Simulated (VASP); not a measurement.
Wanted: the native input for a VASP 6.6.1 run.

- Task: single point
- Functional: LDA
- Potentials or basis: VASP PAW LDA potentials, release 64 (Sn_d, O)
- Cutoff: 520 eV
- k mesh: 6 × 6 × 10
- Occupations: gaussian, width 0.05 eV
- Spin: no spin polarisation
- Dipole correction: no
- Further INCAR settings: ALGO = Normal; EDIFF = 1e-06; NBANDS = 35

The structure of SnO2 lies in POSCAR:

```
SnO2
1.0
    4.7201335214      0.0000000000      0.0000000000
    0.0000000000      4.7206343117      0.0000000000
    0.0000000000      0.0000000000      3.1888226872
Sn O
2 4
Direct
    0.5000000000      0.5000000000      0.5000000000
    0.0000000000      0.0000000000      0.0000000000
    0.3059920358      0.3061675029      0.0000000000
    0.8059920358      0.1938324971      0.5000000000
    0.1940079642      0.8061675029      0.5000000000
    0.6940079642      0.6938324971      0.0000000000
```

The input as run:

INCAR

```
SYSTEM = SnO2
  PREC = Accurate
  ENCUT = 520
  EDIFF = 1E-6
  ISMEAR = 0
  SIGMA = 0.05
  LREAL = .False.
  LASPH = .True.
  NELM = 100
  ALGO = Normal
  ISIF = 2
  LWAVE = .False.
  LCHARG = .False.
  NBANDS = 35
```

KPOINTS

```
regular mesh
0
Gamma
  6 6 10
  0 0 0
```

Potentials or basis: VASP PAW LDA potentials, release 64 (Sn_d, O).

Command:

```bash
$ cat potpaw_LDA.64/Sn_d/POTCAR potpaw_LDA.64/O/POTCAR > POTCAR
$ mpirun -np 1 vasp_std > vasp.out
```

Results of the run:

```json
{
  "Pressure": "1.4 GPa",
  "Largest force": "0.028 eV/Å",
  "Band gap on the k mesh": "1.21 eV"
}
```

Caveat: spin-orbit coupling is left out, which moves the levels of the heavy elements.

It took 2.5 min on 1 thread of AMD EPYC 7R13 Processor (Zen 3), on a shared host, peak memory 0.25 GiB.
